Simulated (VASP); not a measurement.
# InSe2 (P4/nmm) in VASP: single point with r2SCAN

Aim: the single point of InSe2 with r2SCAN.

Everything below comes from runs of VASP 6.6.1. Logs are shortened: lines on timing, memory, paths and dates and some standing lists are left out, and cuts for length are marked.

### Step 1. The cell of the first run

Symmetry: P4/nmm, No. 129, tetragonal system. The conventional cell has a = 3.861 Å, b = 3.861 Å, c = 9.548 Å, α = 90.00°, β = 90.00°, γ = 90.00°. Within 3.7 Å of In (site symmetry 4mm) lie 9 Se at 2.81 to 3.42 Å. Within 3.7 Å of Se (site symmetry 4mm) lie 5 In at 2.81 to 3.25 Å. Se (site symmetry -4m2) has 4 Se at 2.73 Å and 4 In at 3.42 Å within 3.6 Å.

### Step 2. Single point, r2SCAN

Contents of POSCAR:

```
InSe2
1.0
    3.8609314533      0.0000000000      0.0000000000
    0.0000000000      3.8609314533      0.0000000000
    0.0000000000      0.0000000000      9.5481925520
In Se
2 4
Direct
    0.0000000000      0.5000000000      0.7038510651
    0.5000000000      0.0000000000      0.2961489349
    0.0000000000      0.5000000000      0.3637292896
    0.5000000000      0.0000000000      0.6362707104
    0.0000000000      0.0000000000      0.0000000000
    0.5000000000      0.5000000000      0.0000000000
```

Contents of INCAR.step1:

```
  PREC = Accurate
  ENCUT = 520
  ISMEAR = 0
  SIGMA = 0.1
  LREAL = False
  LASPH = True
  NELM = 60
  NBANDS = 34
  GGA = PE
  ALGO = Normal
  EDIFF = 1E-4
  LWAVE = True
  LCHARG = False
```

Contents of INCAR.step2:

```
  PREC = Accurate
  ENCUT = 520
  EDIFF = 1E-7
  ISMEAR = 0
  SIGMA = 0.1
  LREAL = False
  LASPH = True
  NELM = 60
  ALGO = Normal
  ISIF = 2
  LWAVE = False
  LCHARG = False
  METAGGA = R2SCAN
  LMIXTAU = True
  NBANDS = 34
  ISTART = 1
```

Contents of KPOINTS:

```
Automatic mesh
0
Gamma
  10 10 4
```

Potentials or basis: VASP PAW PBE potentials, release 64 (In_d, Se).

Run with:

```sh
$ cat potpaw_PBE.64/In_d/POTCAR potpaw_PBE.64/Se/POTCAR > POTCAR
$ cp INCAR.step1 INCAR
$ mpirun -np 1 vasp_std > vasp.out
$ cp INCAR.step2 INCAR
$ mpirun -np 1 vasp_std > vasp.out
```

OUTCAR:

```text
PREC = Accurate
   ENCUT = 520
   EDIFF = 1E-7
   ISMEAR = 0
   LREAL = False
   LASPH = True
   NELM = 60
   ISIF = 2
   METAGGA = R2SCAN
   ISTART = 1

 ion  position               nearest neighbor table
   1  0.000  0.500  0.704-   4 2.81   4 2.81   4 2.81   4 2.81   3 3.25
   2  0.500  0.000  0.296-   3 2.81   3 2.81   3 2.81   3 2.81   4 3.25
   3  0.000  0.500  0.364-   2 2.81   2 2.81   2 2.81   2 2.81   1 3.25
   4  0.500  0.000  0.636-   1 2.81   1 2.81   1 2.81   1 2.81   2 3.25
   5  0.000  0.000  0.000-   6 2.73   6 2.73   6 2.73   6 2.73
   6  0.500  0.500  0.000-   5 2.73   5 2.73   5 2.73   5 2.73

  LATTYP: Found a simple tetragonal cell.
 ALAT       =     3.8609314533
 C/A-ratio  =     2.4730282491

  Lattice vectors:

 A1 = (   3.8609314533,   0.0000000000,   0.0000000000)
 A2 = (   0.0000000000,   3.8609314533,   0.0000000000)
 A3 = (   0.0000000000,   0.0000000000,   9.5481925520)

Analysis of symmetry for initial positions (statically):
=====================================================================
 Subroutine PRICEL returns:
 Original cell was already a primitive cell.

 Routine SETGRP: Setting up the symmetry group for a
 simple tetragonal supercell.

 Subroutine GETGRP returns: Found 16 space group operations
 (whereof  8 operations were pure point group operations)
 out of a pool of 16 trial point group operations.

The static configuration has the point symmetry D_2d.
 The point group associated with its full space group is D_4h.

Analysis of symmetry for dynamics (positions and initial velocities):
=====================================================================
 Subroutine PRICEL returns:
 Original cell was already a primitive cell.

 Routine SETGRP: Setting up the symmetry group for a
 simple tetragonal supercell.

 Subroutine GETGRP returns: Found 16 space group operations
 (whereof  8 operations were pure point group operations)
 out of a pool of 16 trial point group operations.

The dynamic configuration has the point symmetry D_2d.
 The point group associated with its full space group is D_4h.

 Subroutine INISYM returns: Found 16 space group operations
 (whereof  8 operations are pure point group operations),
 and found     1 'primitive' translations

----------------------------------------------------------------------------------------

                                     Primitive cell

  volume of cell :     142.3329

  direct lattice vectors                    reciprocal lattice vectors
     3.860931453  0.000000000  0.000000000     0.259004857  0.000000000  0.000000000
     0.000000000  3.860931453  0.000000000     0.000000000  0.259004857  0.000000000
     0.000000000  0.000000000  9.548192552     0.000000000  0.000000000  0.104731864

  length of vectors
     3.860931453  3.860931453  9.548192552     0.259004857  0.259004857  0.104731864

  position of ions in fractional coordinates (direct lattice)
     0.000000000  0.500000000  0.703851065
     0.500000000  0.000000000  0.296148935
     0.000000000  0.500000000  0.363729290
     0.500000000  0.000000000  0.636270710
     0.000000000  0.000000000  0.000000000
     0.500000000  0.500000000  0.000000000

  ion indices of the primitive-cell ions
   primitive index   ion index
                 1           1
                 2           2
                 3           3
                 4           4
                 5           5
                 6           6

----------------------------------------------------------------------------------------

 KPOINTS: Automatic mesh

Automatic generation of k-mesh.
 Grid dimensions read from file:
 generate k-points for:   10   10    4

 Generating k-lattice:

  Cartesian coordinates                     Fractional coordinates (reciprocal lattice)
     0.025900486  0.000000000  0.000000000     0.100000000  0.000000000  0.000000000
     0.000000000  0.025900486  0.000000000     0.000000000  0.100000000  0.000000000
     0.000000000  0.000000000  0.026182966     0.000000000  0.000000000  0.250000000

  Length of vectors
     0.025900486  0.025900486  0.026182966

  Shift w.r.t. Gamma in fractional coordinates (k-lattice)
     0.000000000  0.000000000  0.000000000

 Subroutine IBZKPT returns following result:
 ===========================================

 Found     63 irreducible k-points:

 Following reciprocal coordinates:
            Coordinates               Weight
  0.000000  0.000000  0.000000      1.000000
  0.100000  0.000000  0.000000      4.000000
  0.200000  0.000000  0.000000      4.000000
  0.300000  0.000000  0.000000      4.000000
  0.400000  0.000000  0.000000      4.000000
  0.500000  0.000000  0.000000      2.000000
[... 16 lines left out ...]
  0.100000  0.000000  0.250000      8.000000
  0.200000  0.000000  0.250000      8.000000
 [... further k-points ...]
   k-points           NKPTS =     63   k-points in BZ     NKDIM =     63   number of bands    NBANDS=     34
   number of dos      NEDOS =    301   number of ions     NIONS =      6
   total plane-waves  NPLWV =  64800
   dimension x,y,z NGX =    30 NGY =   30 NGZ =   72
   dimension x,y,z NGXF=    60 NGYF=   60 NGZF=  144
   ions per type =               2   4
   NGX,Y,Z   is equivalent  to a cutoff of  12.92, 12.92, 12.54 a.u.
   NGXF,Y,Z  is equivalent  to a cutoff of  25.84, 25.84, 25.07 a.u.
 SYSTEM =  unknown system
   PREC   = accura    normal or accurate (medium, high low for compatibility)
   ISTART =      1    job   : 0-new  1-cont  2-samecut
   ICHARG =      0    charge: 1-file 2-atom 10-const
   ISPIN  =      1    spin polarized calculation?
   LNONCOLLINEAR =      F non collinear calculations
   LSORBIT =      F    spin-orbit coupling
   LASPH  =      T    aspherical Exc in radial PAW
   ENCUT  =  520.0 eV  38.22 Ry    6.18 a.u.   7.18  7.18 17.75*2*pi/ulx,y,z
   NELM   =     60;   NELMIN=  2; NELMDL=  0     # of ELM steps
   EDIFF  = 0.1E-06   stopping-criterion for ELM
   LREAL  =      F    real-space projection
   EDIFFG = 0.1E-05   stopping-criterion for IOM
   NSW    =      0    number of steps for IOM
   IBRION =     -1    ionic relax: 0-MD 1-quasi-New 2-CG
   NFREE  =      0    steps in history (QN), initial steepest desc. (CG)
   ISIF   =      2    stress and relaxation
   ISYM   =      2    0-nonsym 1-usesym 2-fastsym
   POTIM  = 0.5000    time-step for ionic-motion
   TEBEG  =    0.0;   TEEND  =   0.0 temperature during run
   PSTRESS=    0.0 pullay stress
   NELECT =      50.0000    total number of electrons
   NUPDOWN=      -1.0000    fix difference up-down
   EMIN   =  10.00;   EMAX   =-10.00  energy-range for DOS
   EFERMI =   0.00;   METHOD = LEGACY
   ISMEAR =     0;   SIGMA  =   0.10  broadening in eV -4-tet -1-fermi 0-gaus
   EFERMI_NEDOS =   21; number of points for ismear=-14 and -15
   IALGO  =     38    algorithm
   IMIX   =      4    mixing-type and parameters
     AMIX     =   0.40;   BMIX     =  1.00
     AMIX_MAG =   1.60;   BMIX_MAG =  1.00
  volume/ion in A,a.u.               =      23.72       160.08
  Fermi-wavevector in a.u.,A,eV,Ry     =   1.155127  2.182873 18.154502  1.334318
  Thomas-Fermi vector in A             =   2.291758
   LORBIT       =      0    0 simple, 1 ext, 2 COOP (PROOUT), +10 PAW based schemes
   METAGGA = R2SCAN    functional components
   LHFCALC =     F    Hartree Fock is set to
   AEXX    =    0.0000 exact exchange contribution
   IVDW    =     0    specifies the selected vdW correction
   LEPSILON=     F    determine dielectric tensor
   LRPA    =     F    only Hartree local field effects (RPA)
 non-spin polarized calculation
 Gauss-broadening in eV      SIGMA  =   0.10
  energy-cutoff  :      520.00
  volume of cell :      142.33
 maximum number of plane-waves:      3864
 NGX is ok and might be reduce to    30
   NGX = 15   NGY = 15   NGZ = 35

 number of electron      49.9999978 magnetization

 Free energy of the ion-electron system (eV)
  ---------------------------------------------------
  ext. energy  EPLUGINS =         0.00000000
  ---------------------------------------------------
  free energy    TOTEN  =      -103.99958593 eV

  energy without entropy =     -103.98567516  energy(sigma->0) =     -103.99263054

 E-fermi :   5.3248     XC(G=0): -10.5015

 val. band max:        5.3145987127   @ k =   0.1000   0.0000   0.2500
 cond. band min:       5.3316376780   @ k =   0.1000   0.0000   0.0000
 fundamental gap:      0.0170389653
 Fermi energy:         5.3248414954

 k-point     1 :       0.0000    0.0000    0.0000
  band No.  band energies     occupation
      1     -10.6630      2.00000
      2     -10.2594      2.00000
      3     -10.1941      2.00000
      4      -9.9853      2.00000
      5      -9.9820      2.00000
      6      -9.9571      2.00000
[... 26 lines left out ...]
     33      11.9678      0.00000
     34      12.0047      0.00000

 k-point     2 :       0.1000    0.0000    0.0000
  band No.  band energies     occupation
      1     -10.5797      2.00000
      2     -10.2419      2.00000
      3     -10.1708      2.00000
      4      -9.9796      2.00000
      5      -9.9759      2.00000
      6      -9.9612      2.00000
[... 26 lines left out ...]
     33      11.7898      0.00000
     34      11.7911      0.00000

 k-point     3 :       0.2000    0.0000    0.0000
  band No.  band energies     occupation
      1     -10.3454      2.00000
      2     -10.1971      2.00000
      3     -10.0991      2.00000
      4      -9.9789      2.00000
      5      -9.9782      2.00000
      6      -9.9687      2.00000
[... 26 lines left out ...]
     33      11.2445      0.00000
     34      11.6862      0.00000
[... 704 lines left out ...]
 k-point    23 :       0.1000    0.0000    0.2500
  band No.  band energies     occupation
      1     -10.5769      2.00000
      2     -10.2358      2.00000
      3     -10.1751      2.00000
      4      -9.9792      2.00000
      5      -9.9764      2.00000
      6      -9.9604      2.00000
[... 26 lines left out ...]
     33      11.8238      0.00000
     34      11.9928      0.00000

 k-point    24 :       0.2000    0.0000    0.2500
  band No.  band energies     occupation
      1     -10.3477      2.00000
      2     -10.1800      2.00000
      3     -10.1102      2.00000
      4      -9.9804      2.00000
      5      -9.9753      2.00000
      6      -9.9687      2.00000
[... 26 lines left out ...]
     33      11.2537      0.00000
     34      12.0456      0.00000

 [... further k-points ...]
[... 5 lines left out ...]
  --------------------------------------------------------------------------------------
  -------------------------------------------------------------------------------------
  Total        0.0355347      0.0355347      0.0045729      0.0000000      0.0000000      0.0000000
  in kB        0.3999984      0.3999984      0.0514747      0.0000000      0.0000000      0.0000000
  external PRESSURE =       0.2838238 kB  Pullay stress =       0.0000000 kB

 VOLUME and BASIS-vectors are now :
 -----------------------------------------------------------------------------
  energy-cutoff  :      520.00
  volume of cell :      142.33
      direct lattice vectors                 reciprocal lattice vectors
     3.860931453  0.000000000  0.000000000     0.259004857  0.000000000  0.000000000
     0.000000000  3.860931453  0.000000000     0.000000000  0.259004857  0.000000000
     0.000000000  0.000000000  9.548192552     0.000000000  0.000000000  0.104731864

 POSITION                                       TOTAL-FORCE (eV/Angst)
 -----------------------------------------------------------------------------------
      0.00000      1.93047      6.72051         0.000000     -0.000000     -0.000639
      1.93047      0.00000      2.82769        -0.000000      0.000000      0.000639
      0.00000      1.93047      3.47296         0.000000      0.000000      0.005235
      1.93047      0.00000      6.07524        -0.000000     -0.000000     -0.005235
      0.00000      0.00000      0.00000         0.000000      0.000000      0.000000
      1.93047      1.93047      0.00000         0.000000     -0.000000      0.000000
 -----------------------------------------------------------------------------------
    total drift:                                0.000000      0.000000      0.000000

  FREE ENERGIE OF THE ION-ELECTRON SYSTEM (eV)
  ---------------------------------------------------
  free  energy   TOTEN  =      -103.9995859306 eV

  energy  without entropy=     -103.9856751561  energy(sigma->0) =     -103.99263054
```

Wall time 35 min (1 thread of AMD EPYC 9755, shared host); peak memory 0.39 GiB.

What came out:

```
Free energy            : -103.9996 eV
Pressure               : 0.0 GPa
Largest force          : 0.005 eV/Å
Band gap on the k mesh : zero (band 25 reaches 6.07 eV, above the bottom of band 26 at 3.65 eV)
```

Forces in eV/Å, atoms in the order of the input:
```
In   0.000  0.000 -0.001
In   0.000  0.000  0.001
Se   0.000  0.000  0.005
Se   0.000  0.000 -0.005
Se   0.000  0.000  0.000
Se   0.000  0.000  0.000
```

Levels at points of the mesh, in eV from the Fermi level:
| k point | band 22 | band 23 | band 24 | band 25 | band 26 | band 27 | band 28 | band 29 |
| --- | --- | --- | --- | --- | --- | --- | --- | --- |
| (0.00, 0.00, 0.00) | -2.16 | -2.16 | -1.88 | 0.13 | 0.43 | 3.09 | 3.09 | 3.63 |
| (0.50, 0.00, 0.00) | -2.06 | -1.34 | -1.34 | -1.30 | -1.30 | 1.93 | 1.93 | 3.36 |
| (0.50, 0.50, 0.00) | -3.75 | -1.77 | -1.77 | -1.28 | -1.28 | 2.96 | 2.96 | 4.28 |
| (0.00, 0.00, 0.50) | -2.10 | -2.10 | -1.04 | 0.13 | 0.48 | 2.35 | 3.09 | 3.09 |
| (0.50, 0.00, 0.50) | -1.65 | -1.31 | -1.31 | -1.19 | -1.19 | 1.39 | 1.39 | 3.77 |
| (0.50, 0.50, 0.50) | -3.58 | -1.98 | -1.98 | -1.68 | -1.68 | 3.80 | 3.80 | 4.89 |

Caveat: the PAW data sets were made with another functional, which shifts forces and pressure a little; spin-orbit coupling is left out, which moves the levels of the heavy elements.
